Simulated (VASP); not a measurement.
Write the native input for VASP 6.6.1 that does the following.

| Quantity | Value |
| --- | --- |
| Task | single point |
| Functional | PBE |
| Potentials or basis | VASP PAW PBE potentials, release 64 (Na_pv, Hf_pv) |
| Cutoff | 520 eV |
| k mesh | 6 × 6 × 4 |
| Occupations | gaussian, width 0.1 eV |
| Spin | no spin polarisation |
| Dipole correction | no |
| Further INCAR settings | ALGO = Normal; EDIFF = 1e-06; NBANDS = 20 |

The structure of NaHf2 lies in POSCAR:

```
NaHf2
1.0
    3.9150395665      0.0000000000      0.0000000000
   -1.9575197832      3.3905237214      0.0000000000
    0.0000000000      0.0000000000      4.2272021897
Na Hf
1 2
Direct
    0.0000000000      0.0000000000      0.0000000000
    0.3333333333      0.6666666667      0.5000000000
    0.6666666667      0.3333333333      0.5000000000
```

The input as run:

INCAR

```
SYSTEM = NaHf2
PREC     = Accurate       ! precision mode
ENCUT    = 520            ! plane-wave cutoff, eV
EDIFF    = 1E-6           ! SCF threshold, eV
ISMEAR   = 0              ! smearing method
SIGMA    = 0.1            ! smearing width, eV
LREAL    = .FALSE.        ! projectors in reciprocal space
LASPH    = .TRUE.         ! aspherical terms in the spheres
NELM     = 80             ! most SCF steps
ALGO     = Normal         ! electronic algorithm
ISIF     = 2              ! what is computed and relaxed
LWAVE    = .FALSE.        ! write WAVECAR
LCHARG   = .TRUE.         ! write CHGCAR
GGA      = PE             ! functional
LELF     = .TRUE.         ! ELF
LVHAR    = .TRUE.       
NBANDS   = 20             ! bands
```

KPOINTS

```
regular mesh
0
G
  6 6 4
  0 0 0
```

Potentials or basis: VASP PAW PBE potentials, release 64 (Na_pv, Hf_pv).

The run is started by

```console
$ cat potpaw_PBE.64/Na_pv/POTCAR potpaw_PBE.64/Hf_pv/POTCAR > POTCAR
$ mpirun -np 1 vasp_std > vasp.out
```

Results of the run:

```yaml
Pressure: 42.3 GPa
```

Caveat: the k points lie up to 0.37 Å⁻¹ apart.

Run time: 14 s on 1 thread of Intel(R) Xeon(R) Platinum 8488C (Sapphire Rapids), on a shared host, peak memory 0.18 GiB.
